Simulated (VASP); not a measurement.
Input of a VASP 6.6.1 run:

The input INCAR:

```
SYSTEM = MgS
PREC     = Accurate       ! precision mode
ENCUT    = 600            ! plane-wave cutoff, eV
EDIFF    = 1E-6           ! SCF threshold, eV
ISMEAR   = 0              ! smearing method
SIGMA    = 0.01           ! smearing width, eV
LREAL    = .False.        ! projectors in reciprocal space
LASPH    = .True.         ! aspherical terms in the spheres
NELM     = 120            ! most SCF steps
ALGO     = Normal         ! electronic algorithm
ISIF     = 2              ! what is computed and relaxed
LWAVE    = .False.        ! write WAVECAR
LCHARG   = .True.         ! write CHGCAR
GGA      = PE             ! functional
LELF     = .True.         ! ELF
LVHAR    = .True.       
NBANDS   = 11             ! bands
GGA_COMPAT= .False.
```

File KPOINTS:

```
regular mesh
0
Gamma
  4 4 4
  0 0 0
```

The input POSCAR:

```
MgS
1.0
    0.0000000000      2.8772908002      2.8772908002
    2.8772908002      0.0000000000      2.8772908002
    2.8772908002      2.8772908002      0.0000000000
Mg S
1 1
Direct
    0.0000000000      0.0000000000      0.0000000000
    0.7500000000      0.7500000000      0.7500000000
```

Potentials or basis: VASP PAW PBE potentials, release 64 (Mg, S).

The run is started by

```bash
$ cat potpaw_PBE.64/Mg/POTCAR potpaw_PBE.64/S/POTCAR > POTCAR
$ mpirun -np 1 vasp_std > vasp.out
```

(1) Estimate the pressure.

(2) What does it give for the band gap on the k mesh?

Results:

(1) -1.6 GPa.

(2) 3.22 eV, direct.

Caveat: the k points lie up to 0.47 Å⁻¹ apart.
